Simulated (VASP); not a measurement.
# Hf (Im-3m) in VASP: further runs

The runs below take Hf through single point, with PBEsol, r2SCAN, LDA.

Program: VASP 6.6.1. These are calculated values, not measurements. Logs are shortened: lines on timing, memory, paths and dates and some standing lists are left out, and cuts for length are marked.

## 1. The cell of the first run

It takes space group Im-3m (No. 229, cubic). Conventional cell: a = 3.681 Å, b = 3.681 Å, c = 3.681 Å, α = 90.00°, β = 90.00°, γ = 90.00°. Within 4.2 Å of Hf (site symmetry m-3m) lie 14 Hf at 3.19 to 3.68 Å.

## 2. Single point, PBEsol

File INCAR:

```
PREC = Accurate ; ENCUT = 520
EDIFF = 1E-6 ; ISMEAR = -1
SIGMA = 0.05 ; LREAL = False
LASPH = True ; NELM = 100
ALGO = Fast ; ISIF = 2
LWAVE = False ; LCHARG = True
GGA = PS ; LELF = True
LVHAR = True ; NBANDS = 11
```

File KPOINTS:

```
regular mesh
0
Gamma
  10 10 10
```

File POSCAR:

```
Hf
1.0
   -1.8404011445      1.8404011445      1.8404011445
    1.8404011445     -1.8404011445      1.8404011445
    1.8404011445      1.8404011445     -1.8404011445
Hf
1
Direct
    0.0000000000      0.0000000000      0.0000000000
```

Potentials or basis: VASP PAW PBE potentials, release 64 (Hf_pv).

The run is started by

```console
cat potpaw_PBE.64/Hf_pv/POTCAR > POTCAR
mpirun -np 1 vasp_std > vasp.out
```

OUTCAR:

```text
PREC = Accurate
   ENCUT = 520
   EDIFF = 1E-6
   ISMEAR = -1
   LREAL = False
   LASPH = True
   NELM = 100
   ISIF = 2
   GGA = PS

 ion  position               nearest neighbor table
   1  0.000  0.000  0.000-

  LATTYP: Found a body centered cubic cell.
 ALAT       =     3.6808022890

  Lattice vectors:

 A1 = (  -1.8404011445,   1.8404011445,   1.8404011445)
 A2 = (   1.8404011445,  -1.8404011445,   1.8404011445)
 A3 = (   1.8404011445,   1.8404011445,  -1.8404011445)

Analysis of symmetry for initial positions (statically):
=====================================================================
 Subroutine PRICEL returns:
 Original cell was already a primitive cell.

 Routine SETGRP: Setting up the symmetry group for a
 body centered cubic supercell.

 Subroutine GETGRP returns: Found 48 space group operations
[... 9 lines left out ...]

 Routine SETGRP: Setting up the symmetry group for a
 body centered cubic supercell.

 Subroutine GETGRP returns: Found 48 space group operations
[... 11 lines left out ...]
                                     Primitive cell

  volume of cell :      24.9343

  direct lattice vectors                    reciprocal lattice vectors
    -1.840401144  1.840401144  1.840401144     0.000000000  0.271679901  0.271679901
     1.840401144 -1.840401144  1.840401144     0.271679901  0.000000000  0.271679901
     1.840401144  1.840401144 -1.840401144     0.271679901  0.271679901  0.000000000

  length of vectors
     3.187668289  3.187668289  3.187668289     0.384213400  0.384213400  0.384213400

  position of ions in fractional coordinates (direct lattice)
     0.000000000  0.000000000  0.000000000

  ion indices of the primitive-cell ions
   primitive index   ion index
                 1           1

----------------------------------------------------------------------------------------

 KPOINTS: regular mesh

Automatic generation of k-mesh.
 Grid dimensions read from file:
 generate k-points for:   10   10   10

 Generating k-lattice:

  Cartesian coordinates                     Fractional coordinates (reciprocal lattice)
     0.000000000  0.027167990  0.027167990     0.100000000  0.000000000  0.000000000
     0.027167990  0.000000000  0.027167990     0.000000000  0.100000000  0.000000000
     0.027167990  0.027167990  0.000000000     0.000000000  0.000000000  0.100000000

  Length of vectors
     0.038421340  0.038421340  0.038421340

  Shift w.r.t. Gamma in fractional coordinates (k-lattice)
     0.000000000  0.000000000  0.000000000

 Subroutine IBZKPT returns following result:
 ===========================================

 Found     47 irreducible k-points:

 Following reciprocal coordinates:
            Coordinates               Weight
  0.000000  0.000000  0.000000      1.000000
  0.100000  0.000000  0.000000     12.000000
  0.200000  0.000000  0.000000     12.000000
  0.300000  0.000000  0.000000     12.000000
  0.400000  0.000000  0.000000     12.000000
  0.500000  0.000000  0.000000      6.000000
[... 16 lines left out ...]
  0.300000  0.300000  0.100000      8.000000
 -0.300000  0.300000  0.100000     24.000000
 [... further k-points ...]
   k-points           NKPTS =     47   k-points in BZ     NKDIM =     47   number of bands    NBANDS=     11
   number of dos      NEDOS =    301   number of ions     NIONS =      1
   total plane-waves  NPLWV =  13824
   dimension x,y,z NGX =    24 NGY =   24 NGZ =   24
   dimension x,y,z NGXF=    48 NGYF=   48 NGZF=   48
   ions per type =               1
   NGX,Y,Z   is equivalent  to a cutoff of  12.52, 12.52, 12.52 a.u.
   NGXF,Y,Z  is equivalent  to a cutoff of  25.03, 25.03, 25.03 a.u.
 SYSTEM =  unknown system
   PREC   = accura    normal or accurate (medium, high low for compatibility)
   ISTART =      0    job   : 0-new  1-cont  2-samecut
   ICHARG =      2    charge: 1-file 2-atom 10-const
   ISPIN  =      1    spin polarized calculation?
   LNONCOLLINEAR =      F non collinear calculations
   LSORBIT =      F    spin-orbit coupling
   LASPH  =      T    aspherical Exc in radial PAW
   ENCUT  =  520.0 eV  38.22 Ry    6.18 a.u.   5.93  5.93  5.93*2*pi/ulx,y,z
   NELM   =    100;   NELMIN=  2; NELMDL= -5     # of ELM steps
   EDIFF  = 0.1E-05   stopping-criterion for ELM
   LREAL  =      F    real-space projection
   EDIFFG = 0.1E-04   stopping-criterion for IOM
   NSW    =      0    number of steps for IOM
   IBRION =     -1    ionic relax: 0-MD 1-quasi-New 2-CG
   NFREE  =      0    steps in history (QN), initial steepest desc. (CG)
   ISIF   =      2    stress and relaxation
   ISYM   =      2    0-nonsym 1-usesym 2-fastsym
   POTIM  = 0.5000    time-step for ionic-motion
   TEBEG  =    0.0;   TEEND  =   0.0 temperature during run
   PSTRESS=    0.0 pullay stress
   NELECT =      10.0000    total number of electrons
   NUPDOWN=      -1.0000    fix difference up-down
   EMIN   =  10.00;   EMAX   =-10.00  energy-range for DOS
   EFERMI =   0.00;   METHOD = LEGACY
   ISMEAR =    -1;   SIGMA  =   0.05  broadening in eV -4-tet -1-fermi 0-gaus
   EFERMI_NEDOS =   21; number of points for ismear=-14 and -15
   IALGO  =     68    algorithm
   IMIX   =      4    mixing-type and parameters
     AMIX     =   0.40;   BMIX     =  1.00
     AMIX_MAG =   1.60;   BMIX_MAG =  1.00
  volume/ion in A,a.u.               =      24.93       168.27
  Fermi-wavevector in a.u.,A,eV,Ry     =   1.207283  2.281434 19.830923  1.457532
  Thomas-Fermi vector in A             =   2.342925
   LORBIT       =      0    0 simple, 1 ext, 2 COOP (PROOUT), +10 PAW based schemes
   GGA     = PS    functional components
   LHFCALC =     F    Hartree Fock is set to
   AEXX    =    0.0000 exact exchange contribution
   IVDW    =     0    specifies the selected vdW correction
   LEPSILON=     F    determine dielectric tensor
   LRPA    =     F    only Hartree local field effects (RPA)
 non-spin polarized calculation
 RMM-DIIS sequential band-by-band and
  energy-cutoff  :      520.00
  volume of cell :       24.93
 maximum number of plane-waves:       683
   NGX = 11   NGY = 11   NGZ = 11

 number of electron      10.0000000 magnetization

 number of electron       9.9999999 magnetization

 Free energy of the ion-electron system (eV)
  ---------------------------------------------------
  ext. energy  EPLUGINS =         0.00000000
  ---------------------------------------------------
  free energy    TOTEN  =       -10.17204141 eV

  energy without entropy =      -10.15438763  energy(sigma->0) =      -10.16321452

 E-fermi :   3.7256     XC(G=0): -10.9070

 val. band max:        3.7159875709   @ k =   0.3000   0.2000   0.0000
 cond. band min:       3.7307135282   @ k =   0.4000   0.2000   0.0000
 fundamental gap:      0.0147259573
 Fermi energy:         3.7256063576

 k-point     1 :       0.0000    0.0000    0.0000
  band No.  band energies     occupation
      1     -26.4932      2.00000
      2     -26.4932      2.00000
      3     -26.4932      2.00000
      4      -2.9621      2.00000
      5       5.1305      0.00000
      6       5.1305      0.00000
      7       5.1305      0.00000
      8       7.6188      0.00000
      9       7.6188      0.00000
     10      16.5316      0.00000
     11      16.5316      0.00000

 k-point     2 :       0.1000    0.0000    0.0000
  band No.  band energies     occupation
      1     -26.5500      2.00000
      2     -26.5115      2.00000
      3     -26.4932      2.00000
      4      -2.6380      2.00000
      5       4.9156      0.00000
      6       5.0319      0.00000
      7       5.4469      0.00000
      8       7.3193      0.00000
      9       7.6216      0.00000
     10      16.7993      0.00000
     11      17.1279      0.00000

 k-point     3 :       0.2000    0.0000    0.0000
  band No.  band energies     occupation
      1     -26.6957      2.00000
      2     -26.5592      2.00000
      3     -26.4934      2.00000
      4      -1.7417      2.00000
      5       4.4144      0.00000
      6       4.5788      0.00000
      7       6.3684      0.00000
      8       7.0878      0.00000
      9       7.6789      0.00000
     10      16.8732      0.00000
     11      17.7588      0.00000

 k-point     4 :       0.3000    0.0000    0.0000
  band No.  band energies     occupation
      1     -26.8705      2.00000
      2     -26.6175      2.00000
      3     -26.4936      2.00000
      4      -0.5450      2.00000
      5       3.8841      0.08064
      6       4.0374      0.00391
      7       7.2923      0.00000
      8       7.7964      0.00000
      9       7.8625      0.00000
     10      15.5297      0.00000
     11      15.6209      0.00000

 k-point     5 :       0.4000    0.0000    0.0000
  band No.  band energies     occupation
      1     -27.0077      2.00000
      2     -26.6641      2.00000
      3     -26.4938      2.00000
      4       0.3820      2.00000
      5       3.5068      1.97518
      6       4.0965      0.00120
      7       7.4665      0.00000
      8       8.1373      0.00000
      9       9.4542      0.00000
     10      13.3288      0.00000
     11      14.2777      0.00000
[... 211 lines left out ...]
 k-point    21 :       0.3000    0.2000    0.1000
  band No.  band energies     occupation
      1     -26.9424      2.00000
      2     -26.7474      2.00000
      3     -26.5948      2.00000
      4       1.9770      2.00000
      5       3.1095      1.99999
      6       3.4919      1.98152
      7       7.9439      0.00000
      8       8.3019      0.00000
      9      10.2249      0.00000
     10      11.9258      0.00000
     11      14.6343      0.00000

 k-point    22 :      -0.2000    0.2000    0.1000
  band No.  band energies     occupation
      1     -26.6957      2.00000
      2     -26.5785      2.00000
      3     -26.5387      2.00000
      4      -1.4417      2.00000
      5       4.6631      0.00000
      6       4.6699      0.00000
      7       6.1292      0.00000
      8       6.2683      0.00000
      9       8.1904      0.00000
     10      16.8737      0.00000
     11      18.0976      0.00000

 k-point    23 :       0.3000    0.3000    0.1000
  band No.  band energies     occupation
      1     -26.8514      2.00000
      2     -26.8514      2.00000
      3     -26.6127      2.00000
      4       2.4731      2.00000
      5       3.2401      1.99988
      6       3.2401      1.99988
      7       8.2305      0.00000
      8       8.2305      0.00000
      9       9.2086      0.00000
     10      13.3430      0.00000
     11      13.3430      0.00000

 k-point    24 :      -0.3000    0.3000    0.1000
  band No.  band energies     occupation
      1     -26.8627      2.00000
      2     -26.6376      2.00000
      3     -26.5368      2.00000
      4      -0.2592      2.00000
      5       3.9687      0.01534
      6       4.1712      0.00027
      7       6.4478      0.00000
      8       7.6905      0.00000
      9       8.2586      0.00000
     10      14.8810      0.00000
     11      17.0031      0.00000

 [... further k-points ...]
[... 5 lines left out ...]
  --------------------------------------------------------------------------------------
  -------------------------------------------------------------------------------------
  Total       -2.0445517     -2.0445517     -2.0445517      0.0000000      0.0000000     -0.0000000
  in kB     -131.3745364   -131.3745364   -131.3745364      0.0000000      0.0000000     -0.0000000
  external PRESSURE =    -131.3745364 kB  Pullay stress =       0.0000000 kB

 VOLUME and BASIS-vectors are now :
 -----------------------------------------------------------------------------
  energy-cutoff  :      520.00
  volume of cell :       24.93
      direct lattice vectors                 reciprocal lattice vectors
    -1.840401144  1.840401144  1.840401144     0.000000000  0.271679901  0.271679901
     1.840401144 -1.840401144  1.840401144     0.271679901  0.000000000  0.271679901
     1.840401144  1.840401144 -1.840401144     0.271679901  0.271679901  0.000000000

 POSITION                                       TOTAL-FORCE (eV/Angst)
 -----------------------------------------------------------------------------------
      0.00000      0.00000      0.00000         0.000000      0.000000      0.000000
 -----------------------------------------------------------------------------------
    total drift:                                0.000000      0.000000     -0.000000

  FREE ENERGIE OF THE ION-ELECTRON SYSTEM (eV)
  ---------------------------------------------------
  free  energy   TOTEN  =       -10.1720414114 eV

  energy  without entropy=      -10.1543876338  energy(sigma->0) =      -10.16321452
```

It took 7.8 s on 1 thread of Intel Xeon 6975P-C, shared host; peak memory 0.14 GiB.

Results:

* Free energy: -10.1720 eV
* Pressure: -13.1 GPa
* Band gap on the k mesh: zero (band 5 reaches 5.13 eV, above the bottom of band 6 at 3.06 eV)

Levels at points of the mesh, in eV from the Fermi level:
| k point | band 1 | band 2 | band 3 | band 4 | band 5 | band 6 | band 7 | band 8 | band 9 | band 10 |
| --- | --- | --- | --- | --- | --- | --- | --- | --- | --- | --- |
| (0.00, 0.00, 0.00) | -30.22 | -30.22 | -30.22 | -6.69 | 1.40 | 1.40 | 1.40 | 3.89 | 3.89 | 12.81 |
| (0.50, 0.00, 0.00) | -30.78 | -30.41 | -30.22 | -3.08 | -0.35 | 0.74 | 3.66 | 4.56 | 6.67 | 8.73 |
| (0.50, 0.50, 0.50) | -30.62 | -30.62 | -30.62 | -2.14 | -2.14 | 5.98 | 5.98 | 5.98 | 6.42 | 6.42 |

Caveat: the PAW data sets were made with another functional, which shifts forces and pressure a little; spin-orbit coupling is left out, which moves the levels of the heavy elements.

## 3. Single point, r2SCAN

This run uses another cell than the first one, of 22.11 Å³/atom, 0.887 times its volume.

File POSCAR:

```
Hf
1.0
   -1.7681529262      1.7681529262      1.7681529262
    1.7681529262     -1.7681529262      1.7681529262
    1.7681529262      1.7681529262     -1.7681529262
Hf
1
Direct
    0.0000000000      0.0000000000      0.0000000000
```

File INCAR.step1:

```
PREC     = Accurate       # precision mode
ENCUT    = 520            # plane-wave cutoff, eV
ISMEAR   = -1             # smearing method
SIGMA    = 0.05           # smearing width, eV
LREAL    = False          # projectors in reciprocal space
LASPH    = True           # aspherical terms in the spheres
NELM     = 60             # most SCF steps
NBANDS   = 11             # bands
GGA      = PE             # functional
ALGO     = Normal         # electronic algorithm
EDIFF    = 1E-4           # SCF threshold, eV
LWAVE    = True           # write WAVECAR
LCHARG   = False          # write CHGCAR
```

File INCAR.step2:

```
PREC     = Accurate       # precision mode
ENCUT    = 520            # plane-wave cutoff, eV
EDIFF    = 1E-6           # SCF threshold, eV
ISMEAR   = -1             # smearing method
SIGMA    = 0.05           # smearing width, eV
LREAL    = False          # projectors in reciprocal space
LASPH    = True           # aspherical terms in the spheres
NELM     = 60             # most SCF steps
ALGO     = Normal         # electronic algorithm
ISIF     = 2              # what is computed and relaxed
LWAVE    = False          # write WAVECAR
LCHARG   = False          # write CHGCAR
METAGGA  = R2SCAN         # meta-GGA
LMIXTAU  = True         
NBANDS   = 11             # bands
ISTART   = 1
```

KPOINTS is that of step 2.

Potentials or basis: VASP PAW PBE potentials, release 64 (Hf_pv).

The run is started by

```console
cat potpaw_PBE.64/Hf_pv/POTCAR > POTCAR
cp INCAR.step1 INCAR
mpirun -np 1 vasp_std > vasp.out
cp INCAR.step2 INCAR
mpirun -np 1 vasp_std > vasp.out
```

Run time: 26 s. Hardware: 1 thread of Intel Xeon 6975P-C, shared host; peak memory 0.15 GiB.

It converged, with:

- Free energy: -44.9518 eV
- Pressure: -0.1 GPa
- Band gap on the k mesh: zero (band 5 reaches 6.32 eV, above the bottom of band 6 at 3.75 eV)

Levels at points of the mesh, in eV from the Fermi level:
```csv
k point,band 2,band 3,band 4,band 5,band 6,band 7,band 8,band 9
"(0.00, 0.00, 0.00)",-30.93,-30.93,-7.43,1.78,1.78,1.78,4.63,4.63
"(0.50, 0.00, 0.00)",-31.21,-30.94,-3.51,-0.40,0.91,4.51,5.52,8.04
"(0.50, 0.50, 0.50)",-31.54,-31.54,-2.76,-2.76,7.18,7.18,7.18,7.59
```

Caveat: the PAW data sets were made with another functional, which shifts forces and pressure a little; spin-orbit coupling is left out, which moves the levels of the heavy elements.

## 4. Single point, r2SCAN

This run uses another cell than the first one, of 22.58 Å³/atom, 0.906 times its volume.

File POSCAR:

```
Hf
1.0
   -1.7806051177      1.7806051177      1.7806051177
    1.7806051177     -1.7806051177      1.7806051177
    1.7806051177      1.7806051177     -1.7806051177
Hf
1
Direct
    0.0000000000      0.0000000000      0.0000000000
```

File INCAR.step1:

```
SYSTEM = Hf
ALGO     = Normal         ! electronic algorithm
EDIFF    = 1E-4           ! SCF threshold, eV
ENCUT    = 520            ! plane-wave cutoff, eV
GGA      = PE             ! functional
ISMEAR   = -1             ! smearing method
LASPH    = .True.         ! aspherical terms in the spheres
LCHARG   = .False.        ! write CHGCAR
LREAL    = .False.        ! projectors in reciprocal space
LWAVE    = .True.         ! write WAVECAR
NBANDS   = 11             ! bands
NELM     = 80             ! most SCF steps
PREC     = Accurate       ! precision mode
SIGMA    = 0.05           ! smearing width, eV
```

File INCAR.step2:

```
SYSTEM = Hf
ALGO     = Normal         ! electronic algorithm
EDIFF    = 1E-6           ! SCF threshold, eV
ENCUT    = 520            ! plane-wave cutoff, eV
ISIF     = 2              ! what is computed and relaxed
ISMEAR   = -1             ! smearing method
ISTART   = 1            
LASPH    = .True.         ! aspherical terms in the spheres
LCHARG   = .False.        ! write CHGCAR
LMIXTAU  = .True.       
LREAL    = .False.        ! projectors in reciprocal space
LWAVE    = .False.        ! write WAVECAR
METAGGA  = R2SCAN         ! meta-GGA
NBANDS   = 11             ! bands
NELM     = 80             ! most SCF steps
PREC     = Accurate       ! precision mode
SIGMA    = 0.05           ! smearing width, eV
```

File KPOINTS:

```
k-points
0
Gamma
  10 10 10
  0 0 0
```

The run is started by

```console
cat potpaw_PBE.64/Hf_pv/POTCAR > POTCAR
cp INCAR.step1 INCAR
mpirun -np 1 vasp_std > vasp.out
cp INCAR.step2 INCAR
mpirun -np 1 vasp_std > vasp.out
```

It took 29 s on 1 thread of Intel Xeon 6975P-C, shared host; peak memory 0.15 GiB.

It converged, with:

```
Free energy            : -44.9485 eV
Pressure               : -2.2 GPa
Band gap on the k mesh : zero (band 5 reaches 6.16 eV, above the bottom of band 6 at 3.63 eV)
```

Levels at points of the mesh, in eV from the Fermi level:
```csv
k point,band 1,band 2,band 3,band 4,band 5,band 6,band 7,band 8,band 9,band 10
"(0.00, 0.00, 0.00)",-31.02,-31.02,-31.02,-7.35,1.77,1.77,1.77,4.56,4.56,12.10
"(0.50, 0.00, 0.00)",-31.83,-31.28,-31.02,-3.44,-0.36,0.83,4.43,5.41,7.85,10.66
"(0.50, 0.50, 0.50)",-31.58,-31.58,-31.58,-2.66,-2.66,7.03,7.03,7.03,7.42,7.42
```

Caveat: the PAW data sets were made with another functional, which shifts forces and pressure a little; spin-orbit coupling is left out, which moves the levels of the heavy elements.

(Continued in part 2 of 2.)
